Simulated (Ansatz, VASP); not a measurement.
WS2 in VASP and in Ansatz

File INCAR:

```
SYSTEM = WS2
ALGO = Normal
EDIFF = 1E-7
ENCUT = 520
ISIF = 2
ISMEAR = 0
LASPH = .True.
LCHARG = .True.
LELF = .True.
LREAL = .False.
LVHAR = .True.
LWAVE = .False.
NBANDS = 49
NELM = 60
PREC = Accurate
SIGMA = 0.02
```

KPOINTS

```
k-points
0
Gamma
  12 12 1
  0 0 0
```

POSCAR

```
WS2
1.0
    3.1829541699      0.0000000000      0.0000000000
   -1.5914770850      2.7565191702      0.0000000000
    0.0000000000      0.0000000000     28.5322178600
W S
3 6
Direct
    0.6666666667      0.3333333333      0.6592864300
    0.3333333333      0.6666666667      0.8855337800
    0.3333333333      0.6666666667      0.4343616800
    0.6666666667      0.3333333333      0.9401857300
    0.6666666667      0.3333333333      0.4890304200
    0.3333333333      0.6666666667      0.7139522100
    0.6666666667      0.3333333333      0.8308482800
    0.6666666667      0.3333333333      0.3797102500
    0.3333333333      0.6666666667      0.6046252100
```

Input for Ansatz:

```yaml
crystal:
  lattice:
    - [3.1829541699, 0.0, 0.0]
    - [-1.591477085, 2.7565191702, 0.0]
    - [0.0, 0.0, 28.53221786]
  atoms:
    - { symbol: W, position: [0.6666666667, 0.3333333333, 0.65928643] }
    - { symbol: W, position: [0.3333333333, 0.6666666667, 0.88553378] }
    - { symbol: W, position: [0.3333333333, 0.6666666667, 0.43436168] }
    - { symbol: S, position: [0.6666666667, 0.3333333333, 0.94018573] }
    - { symbol: S, position: [0.6666666667, 0.3333333333, 0.48903042] }
    - { symbol: S, position: [0.3333333333, 0.6666666667, 0.71395221] }
    - { symbol: S, position: [0.6666666667, 0.3333333333, 0.83084828] }
    - { symbol: S, position: [0.6666666667, 0.3333333333, 0.37971025] }
    - { symbol: S, position: [0.3333333333, 0.6666666667, 0.60462521] }
basis:
  ecutwfc: 420
kpoints:
  mp_grid: { grid: [12, 12, 1] }
hamiltonian:
  xc: lda
scf:
  occupations: { method: gaussian, width: 0.02 }
output:
  forces: true
  stress: true
  eigenvalues: true
```

Alike in both runs: task single point; functional LDA; k mesh 12 × 12 × 1; occupations gaussian, width 0.02 eV; no spin polarisation.

|  | VASP | Ansatz |
| --- | --- | --- |
| version | VASP 6.6.1 | Ansatz 0.2.0 |
| potentials or method | VASP PAW LDA potentials, release 64 (W_sv, S), cutoff 520 eV | scalar-relativistic, plane waves, PAW |
| valence electrons in the cell | 78 | 78 |

|  | VASP | Ansatz | Ansatz less VASP |
| --- | --- | --- | --- |
| gap on the k mesh at the Fermi level (eV) | 1.32 | 1.30 | -0.016 |
| least direct gap on the mesh (eV) | 1.75 | 1.74 | -0.011 |
| rms of the force components (eV/Å) | 0.142 | 0.163 | +0.0215 |

LDA's correlation is that of Perdew and Zunger in VASP and of Perdew and Wang (1992) in Ansatz. Atom by atom the forces differ by 0.022 eV/Å (rms over components).

Spin-orbit coupling is off throughout.
